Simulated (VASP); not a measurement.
# BaF2 (Fm-3m) in VASP: further runs, part 2 of 2

VASP 6.6.1.

### 4 Vibrations by perturbation theory, PBEsol

This run uses another cell than the first one, of 18.97 Å³/atom.

INCAR

```
SYSTEM = BaF2
  ALGO = Normal
  EDIFF = 1E-8
  ENCUT = 600
  GGA = PS
  GGA_COMPAT = .False.
  IBRION = 8
  ISIF = 2
  ISMEAR = 0
  LASPH = .True.
  LCHARG = .False.
  LEPSILON = .True.
  LREAL = .False.
  LWAVE = .False.
  NBANDS = 19
  NELM = 120
  NSW = 1
  PREC = Accurate
  SIGMA = 0.01
```

KPOINTS

```
k-points
0
Gamma
  6 6 6
  0 0 0
```

POSCAR

```
BaF2
1.0
    0.0000000000      3.0528591147      3.0528591147
    3.0528591147      0.0000000000      3.0528591147
    3.0528591147      3.0528591147      0.0000000000
Ba F
1 2
Direct
    0.0000000000      0.0000000000      0.0000000000
    0.2500000000      0.2500000000      0.2500000000
    0.7500000000      0.7500000000      0.7500000000
```

Potentials or basis: VASP PAW PBE potentials, release 64 (Ba_sv, F).

Launch:

```
$ cat potpaw_PBE.64/Ba_sv/POTCAR potpaw_PBE.64/F/POTCAR > POTCAR
$ mpirun -np 1 vasp_std > vasp.out
```

OUTCAR:

```text
SYSTEM = BaF2
   EDIFF = 1E-8
   ENCUT = 600
   GGA = PS
   IBRION = 8
   ISIF = 2
   ISMEAR = 0
   LASPH = .True.
   LEPSILON = .True.
   LREAL = .False.
   NELM = 120
   NSW = 1
   PREC = Accurate

 ion  position               nearest neighbor table
   1  0.000  0.000  0.000-   3 2.64   3 2.64   3 2.64   2 2.64   2 2.64   2 2.64   3 2.64   2 2.64

   2  0.250  0.250  0.250-   1 2.64   1 2.64   1 2.64   1 2.64
   3  0.750  0.750  0.750-   1 2.64   1 2.64   1 2.64   1 2.64

  LATTYP: Found a face centered cubic cell.
 ALAT       =     6.1057182294

  Lattice vectors:

 A1 = (   0.0000000000,   3.0528591147,   3.0528591147)
 A2 = (   3.0528591147,   0.0000000000,   3.0528591147)
 A3 = (   3.0528591147,   3.0528591147,   0.0000000000)

Analysis of symmetry for initial positions (statically):
=====================================================================
 Subroutine PRICEL returns:
 Original cell was already a primitive cell.

 Routine SETGRP: Setting up the symmetry group for a
 face centered cubic supercell.

 Subroutine GETGRP returns: Found 48 space group operations
 (whereof 48 operations were pure point group operations)
 out of a pool of 48 trial point group operations.

The static configuration has the point symmetry O_h .

Analysis of symmetry for dynamics (positions and initial velocities):
=====================================================================
 Subroutine PRICEL returns:
[... 617 lines left out ...]
 ion    1
    1     2.60835     0.00000     0.00000
    2     0.00000     2.60835     0.00000
    3     0.00000     0.00000     2.60835
 ion    2
    1    -1.30418     0.00000     0.00000
    2     0.00000    -1.30418     0.00000
    3     0.00000     0.00000    -1.30418
 ion    3
    1    -1.30418     0.00000     0.00000
    2     0.00000    -1.30418     0.00000
    3     0.00000     0.00000    -1.30418

 INTERNAL STRAIN TENSOR FOR ION    3 for displacements in x,y,z  (eV/Angst):
          X           Y           Z          XY          YZ          ZX
  --------------------------------------------------------------------------------
  x     0.00000     0.00000     0.00000    -0.00000     3.84824    -0.00000
  y     0.00000     0.00000     0.00000    -0.00000    -0.00000     3.84824
  z     0.00000     0.00000     0.00000     3.84824    -0.00000    -0.00000

 SECOND DERIVATIVES (NOT SYMMETRIZED)
 ------------------------------------
               1X          1Y          1Z          2X          2Y          2Z          3X          3Y          3Z
  1X    -4.585286    0.000000    0.000000    2.292643    0.000000    0.000000    2.292643    0.000000    0.000000
  1Y     0.000000   -4.585286    0.000000    0.000000    2.292643    0.000000    0.000000    2.292643    0.000000
  1Z     0.000000    0.000000   -4.585286    0.000000    0.000000    2.292643    0.000000    0.000000    2.292643
  2X     2.271254    0.000000    0.000000   -3.520510    0.000000    0.000000    1.249257    0.000000    0.000000
  2Y     0.000000    2.271254    0.000000    0.000000   -3.520510    0.000000    0.000000    1.249257   -0.000000
  2Z     0.000000    0.000000    2.271254    0.000000    0.000000   -3.520510    0.000000   -0.000000    1.249257
  3X     2.271254    0.000000    0.000000    1.249257    0.000000    0.000000   -3.520510    0.000000    0.000000
  3Y     0.000000    2.271254    0.000000    0.000000    1.249257   -0.000000    0.000000   -3.520510    0.000000
  3Z     0.000000    0.000000    2.271254    0.000000   -0.000000    1.249257    0.000000    0.000000   -3.520510

 Eigenvectors and eigenvalues of the dynamical matrix
 ----------------------------------------------------

   1 f  =    7.833311 THz    49.218144 2PiTHz  261.291127 cm-1    32.395956 meV
             X         Y         Z           dx          dy          dz
      0.000000  0.000000  0.000000    -0.000000   -0.000000   -0.000000
      1.526430  1.526430  1.526430    -0.339454    0.620299    0.000000
      4.579289  4.579289  4.579289     0.339454   -0.620299    0.000000
[... 43 lines left out ...]
   9 f/i=    0.011837 THz     0.074373 2PiTHz    0.394835 cm-1     0.048953 meV
             X         Y         Z           dx          dy          dz
      0.000000  0.000000  0.000000     0.403318    0.786777   -0.000000
      1.526430  1.526430  1.526430     0.150717    0.294012    0.000000
      4.579289  4.579289  4.579289     0.150717    0.294012    0.000000

--------------------------------------------------------------------------------------------------------

 MACROSCOPIC STATIC DIELECTRIC TENSOR IONIC CONTRIBUTION
 ------------------------------------------------------
           4.732936     0.000000    -0.000000
           0.000000     4.732936    -0.000000
          -0.000000    -0.000000     4.732936
 ------------------------------------------------------

 ELASTIC MODULI CONTR FROM IONIC RELAXATION (kBar)
 Direction    XX          YY          ZZ          XY          YZ          ZX
 --------------------------------------------------------------------------------
 XX          -0.0000      0.0000      0.0000      0.0000     -0.0000      0.0000
 YY           0.0000     -0.0000     -0.0000     -0.0000      0.0000     -0.0000
 ZZ           0.0000     -0.0000     -0.0000     -0.0000      0.0000     -0.0000
 XY           0.0000     -0.0000     -0.0000   -174.8303      0.0000     -0.0000
 YZ          -0.0000      0.0000      0.0000      0.0000   -174.8303      0.0000
 ZX           0.0000     -0.0000     -0.0000     -0.0000      0.0000   -174.8303
 --------------------------------------------------------------------------------

 PIEZOELECTRIC TENSOR IONIC CONTR  for field in x, y, z        (C/m^2)
          XX          YY          ZZ          XY          YZ          ZX
  --------------------------------------------------------------------------------
  x    -0.00000     0.00000    -0.00000    -0.00000    -0.00000     0.00000
  y     0.00000     0.00000     0.00000     0.00000     0.00000     0.00000
  z     0.00000    -0.00000    -0.00000    -0.00000     0.00000    -0.00000
```

OSZICAR:

```text
N       E                     dE             d eps       ncg     rms          rms(c)
DAV:   1     0.157101974486E+03    0.15710E+03   -0.14241E+04   608   0.134E+03
DAV:   2    -0.110965717835E+02   -0.16820E+03   -0.16174E+03   759   0.271E+02
DAV:   3    -0.190088712301E+02   -0.79123E+01   -0.78810E+01   786   0.597E+01
DAV:   4    -0.191246467081E+02   -0.11578E+00   -0.11560E+00   756   0.699E+00
[... 183 lines left out ...]
RMM:  10    -0.536731563927E+00   -0.74917E-07    0.12541E-07  4043   0.142E-04    0.135E-05
RMM:  11    -0.536731508809E+00    0.55118E-07   -0.44658E-08  3481   0.986E-05    0.277E-06
RMM:  12    -0.536731476706E+00    0.32104E-07   -0.37006E-08  4014   0.744E-05    0.114E-06
RMM:  13    -0.536731491930E+00   -0.15224E-07   -0.13272E-08  3757   0.677E-05    0.336E-07
RMM:  14    -0.536731491932E+00   -0.14825E-11   -0.11450E-08  3256   0.651E-05    0.202E-07
 Linear response finished
```

It took 7 min on 1 thread of Intel Xeon Platinum 8375C at 2.90GHz (Ice Lake), shared host; peak memory 0.39 GiB.

What came out:

| Item | Value |
| --- | --- |
| Electronic dielectric tensor (diagonal) | 2.43 |
| Born charges (mean of the diagonal) | Ba +2.61; F -1.30 e |
| Highest phonon frequency at Γ, LO-TO splitting left out | 261 cm⁻¹ |

Phonon frequencies in cm⁻¹ (negative: imaginary):
```csv
q point,frequencies
"(0.000, 0.000, 0.000)",0 0 0 204 204 204 261 261 261
```

Electronic dielectric tensor:
```
2.43 0.00 0.00
0.00 2.43 0.00
0.00 0.00 2.43
```

Born effective charge tensors (e):
atom 1, Ba
```
2.61 0.00 0.00
0.00 2.61 0.00
0.00 0.00 2.61
```
atom 2, F
```
-1.30  0.00  0.00
 0.00 -1.30  0.00
 0.00  0.00 -1.30
```
atom 3, F
```
-1.30  0.00  0.00
 0.00 -1.30  0.00
 0.00  0.00 -1.30
```

Caveat: the cell stands under pressure or tension, which shifts response properties; the PAW data sets were made with another functional, which shifts forces and pressure a little; spin-orbit coupling is left out, which moves the levels of the heavy elements.
